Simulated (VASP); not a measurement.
A run of VASP 6.6.1:

INCAR

```
SYSTEM = SnW3
PREC = Accurate
ENCUT = 520
EDIFF = 1E-7
ISMEAR = 0
SIGMA = 0.05
LREAL = .False.
LASPH = .True.
NELM = 60
ALGO = Fast
ISIF = 2
LWAVE = .False.
LCHARG = .True.
GGA = PS
LELF = .True.
LVHAR = .True.
NBANDS = 36
```

The input KPOINTS:

```
regular mesh
0
Gamma
  8 8 8
  0 0 0
```

The input POSCAR:

```
SnW3
1.0
    4.1046667095      0.0000000000      0.0000000000
    0.0000000000      4.1046667095      0.0000000000
    0.0000000000      0.0000000000      4.1046667095
W Sn
3 1
Direct
    0.0000000000      0.5000000000      0.5000000000
    0.5000000000      0.5000000000      0.0000000000
    0.5000000000      0.0000000000      0.5000000000
    0.0000000000      0.0000000000      0.0000000000
```

Potentials or basis: VASP PAW PBE potentials, release 64 (W_sv, Sn_d).

Command:

```console
$ cat potpaw_PBE.64/W_sv/POTCAR potpaw_PBE.64/Sn_d/POTCAR > POTCAR
$ mpirun -np 1 vasp_std > vasp.out
```

Hardware: 1 thread of Intel(R) Xeon(R) Platinum 8175M CPU @ 2.50GHz (Skylake/Cascade Lake), with other jobs on the host.

Estimate the wall time of this run.

Run time: 2.4 min on 1 thread of Intel(R) Xeon(R) Platinum 8175M CPU @ 2.50GHz (Skylake/Cascade Lake), with other jobs on the host, peak memory 0.22 GiB. Counts: scf iterations 22, k points 35.
